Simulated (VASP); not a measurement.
Cu: single point with PBEsol

Crystal: Cu.

```
CELL_PARAMETERS angstrom
0.00000 1.78039 1.80750
1.78039 0.00000 1.80750
1.78039 1.78039 0.00000
ATOMIC_POSITIONS crystal
Cu 0.00000 0.00000 0.00000
```

This cell differs from its parent crystal: strain -0.015 along x and y, +0.000 along z.

```
Program                : VASP 6.6.1
Task                   : single point
Functional             : PBEsol
Potentials or basis    : VASP PAW PBE potentials, release 64 (Cu)
Cutoff                 : 520 eV
k mesh                 : 22 × 22 × 22
Occupations            : gaussian, width 0.15 eV
Spin                   : no spin polarisation
Dipole correction      : no
Further INCAR settings : ALGO = Fast; EDIFF = 1e-07; NBANDS = 12
```

```json
{"Pressure": "-1.3 GPa"}
```

Stress tensor (GPa, compression positive):
```
-0.93  0.00  0.00
 0.00 -0.93  0.00
 0.00  0.00 -1.92
```

Levels at points of the mesh, in eV from the Fermi level:
```tsv
k point	band 2	band 3	band 4	band 5	band 6	band 7	band 8	band 9	band 10	band 11
(0.00, 0.00, 0.00)	-3.16	-3.09	-3.09	-2.28	-2.20	22.84	25.64	25.71	25.71	28.18
(0.50, 0.00, 0.00)	-3.18	-3.11	-1.66	-1.63	-1.12	3.90	21.22	22.34	22.75	25.26
(0.50, 0.50, 0.00)	-4.57	-1.66	-1.50	-1.50	1.22	7.05	13.52	13.52	18.07	20.98
(0.50, 0.00, 0.50)	-4.58	-1.66	-1.52	-1.47	1.55	7.45	13.14	13.17	17.77	20.64
```

Run time: 110 s on 1 thread of Intel Xeon 6975P-C, with other jobs on the host, peak memory 0.22 GiB.

Caveat: the cell differs from its parent crystal (strain -0.015 along x and y, +0.000 along z); the PAW data sets were made with another functional, which shifts forces and pressure a little.
